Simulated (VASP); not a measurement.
# SnO2: single point with PBE

The system is SnO2.

```xyz
3
Lattice="1.6168 0.9334 4.9183 -1.6168 0.9334 4.9183 0.0000 -1.8669 4.9183" Properties=species:S:1:pos:R:3 pbc="T T T"
Sn    0.0318    0.0106    7.3774
O    -0.1180   -0.0393    3.4656
O    -0.1180   -0.0393   11.2891
```

This cell differs from its parent crystal: atoms displaced along a vibrational mode.

```json
{
  "Program": "VASP 6.6.1",
  "Task": "single point",
  "Functional": "PBE",
  "Potentials or basis": "VASP PAW PBE potentials, release 64 (Sn_d, O)",
  "Cutoff": "520 eV",
  "k mesh": "12 × 12 × 12",
  "Occupations": "gaussian, width 0.05 eV",
  "Spin": "no spin polarisation",
  "Dipole correction": "no",
  "Further INCAR settings": "ALGO = Normal; EDIFF = 1e-06; NBANDS = 20"
}
```

```yaml
Pressure: 3.1 GPa
Largest_force: 2.312 eV/Å
Band_gap_on_the_k_mesh: 1.99 eV (least direct gap 2.14 eV)
```

Forces on the atoms (eV/Å):
```
Sn  -2.192 -0.731 -0.096
O    1.306  0.644  0.401
O    0.885  0.087 -0.305
```

Stress tensor (GPa, compression positive):
```
4.35 0.76 1.52
0.76 2.45 2.01
1.52 2.01 2.38
```

Levels at points of the mesh, in eV from the valence-band top:
| k point | band 9 | band 10 | band 11 | band 12 | band 13 | band 14 | band 15 | band 16 | band 17 | band 18 |
| --- | --- | --- | --- | --- | --- | --- | --- | --- | --- | --- |
| (0.00, 0.00, 0.00) | -1.35 | -1.32 | -0.81 | -0.80 | -0.16 | 1.99 | 5.83 | 10.90 | 11.18 | 11.71 |
| (0.50, 0.00, 0.00) | -4.05 | -2.95 | -1.36 | -0.55 | -0.47 | 5.32 | 7.76 | 10.13 | 12.28 | 12.86 |
| (0.00, 0.50, 0.00) | -4.09 | -2.89 | -1.38 | -0.54 | -0.49 | 5.29 | 7.81 | 10.11 | 12.12 | 13.00 |
| (0.00, 0.00, 0.50) | -4.12 | -2.85 | -1.40 | -0.54 | -0.50 | 5.26 | 7.85 | 10.10 | 12.06 | 13.03 |
| (0.50, 0.50, 0.00) | -4.30 | -2.91 | -1.15 | -0.43 | -0.07 | 5.05 | 7.10 | 10.75 | 11.26 | 12.32 |
| (0.50, 0.00, 0.50) | -4.28 | -2.95 | -1.13 | -0.43 | -0.06 | 5.07 | 7.07 | 10.75 | 11.28 | 12.37 |
| (0.00, 0.50, 0.50) | -4.24 | -3.02 | -1.11 | -0.45 | -0.04 | 5.11 | 7.03 | 10.75 | 11.31 | 12.53 |
| (0.50, 0.50, 0.50) | -1.38 | -1.35 | -1.15 | -0.78 | -0.77 | 3.07 | 5.71 | 11.31 | 11.43 | 11.69 |

Run time: 27 min on 1 thread of AMD EPYC 7R43 64-Core Processor (Zen 3), on a shared host, peak memory 0.76 GiB.

Caveat: the cell differs from its parent crystal (atoms displaced along a vibrational mode); the cell stands under pressure; spin-orbit coupling is left out, which moves the levels of the heavy elements; forces of over 1 eV/Å act on the atoms, so gaps and moduli don't describe the material at rest. A k mesh can miss the band edges.
